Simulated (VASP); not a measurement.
Si:

```
CELL_PARAMETERS angstrom
-2.41788 2.41788 1.35534
2.41788 -2.41788 1.35534
2.41788 2.41788 -1.35534
ATOMIC_POSITIONS crystal
Si 0.50000 0.50000 0.00000
Si 0.25000 0.75000 0.50000
```

This cell differs from its parent crystal: volume scaled by 1.06.

Base run:

```yaml
Program: VASP 6.6.1
Functional: PBE
Potentials_or_basis: VASP PAW PBE potentials, release 64 (Si)
Cutoff: 520 eV
k_mesh: 11 × 11 × 11
Occupations: fermi-dirac, width 0.05 eV
Spin: no spin polarisation
```

Its results: band gap on the k mesh zero (band 4 reaches 10.95 eV, above the bottom of band 5 at 5.22 eV); pressure -3.0 GPa.

Question: The run is repeated on the same cell with these changes: functional from PBE to PBEsol. What comes out?

Answer: Band gap on the k mesh zero (band 4 reaches 10.91 eV, above the bottom of band 5 at 5.16 eV); pressure -5.2 GPa.

PBEsol binds more tightly than PBE, so the same cell stands under less pressure.

Caveats: the PAW data sets were made with another functional, which shifts forces and pressure a little (some runs).
